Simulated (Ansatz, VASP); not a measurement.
# One calculation of Cu, two programs

```xyz
1
Lattice="0.0940 1.8557 1.8557 1.8557 0.0940 1.8557 1.8557 1.8557 0.0940" Properties=species:S:1:pos:R:3 pbc="T T T"
Cu    0.0000    0.0000    0.0000
```

Alike in both runs: task single point; functional PBEsol; k mesh 24 × 24 × 24; occupations gaussian, width 0.15 eV; no spin polarisation.

```csv
,VASP,Ansatz
version,VASP 6.6.1,Ansatz 0.2.0
potentials or method,"VASP PAW PBE potentials, release 64 (Cu), cutoff 520 eV","scalar-relativistic, plane waves, PAW"
valence electrons in the cell,11,19
```

|  | VASP | Ansatz | Ansatz less VASP |
| --- | --- | --- | --- |
| gap on the k mesh at the Fermi level (eV) | none | none | - |
| pressure (GPa) | -4.4 | -5.5 | -1.06 |
| traceless stress, the component that is largest in VASP (GPa) | -4.41 | -4.39 | +0.021 |

VASP's potentials were made for PBE, not for PBEsol. A gap of «none» marks a metal or a gap that the smearing closes. VASP's potentials hold 11 valence electrons a cell and Ansatz's 19, so a difference there can come from the potentials and not from the codes.
